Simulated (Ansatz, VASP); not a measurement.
# One calculation of TiAs3, two programs

```
CELL_PARAMETERS angstrom
6.07784 0.00000 0.00000
-3.03892 5.26357 0.00000
0.00000 0.00000 4.87841
ATOMIC_POSITIONS crystal
Ti 0.33333 0.66667 0.25000
Ti 0.66667 0.33333 0.75000
As 0.83300 0.66600 0.25000
As 0.16700 0.83300 0.75000
As 0.33400 0.16700 0.25000
As 0.16700 0.33400 0.75000
As 0.83300 0.16700 0.25000
As 0.66600 0.83300 0.75000
```

Alike in both runs: task relaxation of cell and atoms; functional PBE; k mesh 3 × 3 × 4; occupations gaussian, width 0.1 eV; no spin polarisation.

|  | VASP | Ansatz |
| --- | --- | --- |
| version | VASP 6.6.1 | Ansatz 0.2.0 |
| potentials or method | VASP PAW PBE potentials, release 64 (Ti_sv, As), cutoff 600 eV | scalar-relativistic, plane waves, PAW |
| valence electrons in the cell | 54 | 114 |

VASP gave:

```
gap on the k mesh at the Fermi level, each at its own relaxed structure (eV) : none
relaxed volume (Å³/atom)                                                     : 18.98
relaxed cell length with the largest relative difference (Å)                 : 6.020
```

Question: Estimate Ansatz's values.

Answer: gap on the k mesh at the Fermi level, each at its own relaxed structure (eV): none; relaxed volume (Å³/atom): 18.94; relaxed cell length with the largest relative difference (Å): 6.010.

A gap of «none» marks a metal or a gap that the smearing closes. VASP's potentials hold 54 valence electrons a cell and Ansatz's 114, so a difference there can come from the potentials and not from the codes.

The k mesh is coarse, so the values compare programs but aren't converged.
